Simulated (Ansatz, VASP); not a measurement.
## One calculation of Ge, two programs

```
CELL_PARAMETERS angstrom
0.00000 2.83601 2.83601
2.83601 0.00000 2.83601
2.83601 2.83601 0.00000
ATOMIC_POSITIONS crystal
Ge 0.50000 0.50000 0.50000
Ge 0.75000 0.75000 0.75000
```

Alike in both runs: task single point; functional r2SCAN; k mesh 10 × 10 × 10; occupations fermi-dirac, width 0.05 eV; no spin polarisation.

|  | VASP | Ansatz |
| --- | --- | --- |
| version | VASP 6.6.1 | Ansatz 0.2.0 |
| potentials or method | VASP PAW PBE potentials, release 64 (Ge_d), cutoff 520 eV | plane waves (500 eV) with PAW, scalar-relativistic |
| valence electrons in the cell | 28 | 28 |

|  | VASP | Ansatz | Ansatz less VASP |
| --- | --- | --- | --- |
| pressure (GPa) | 0.1 | 0.1 | -0.04 |

VASP's potentials were made for PBE, not for r2SCAN.
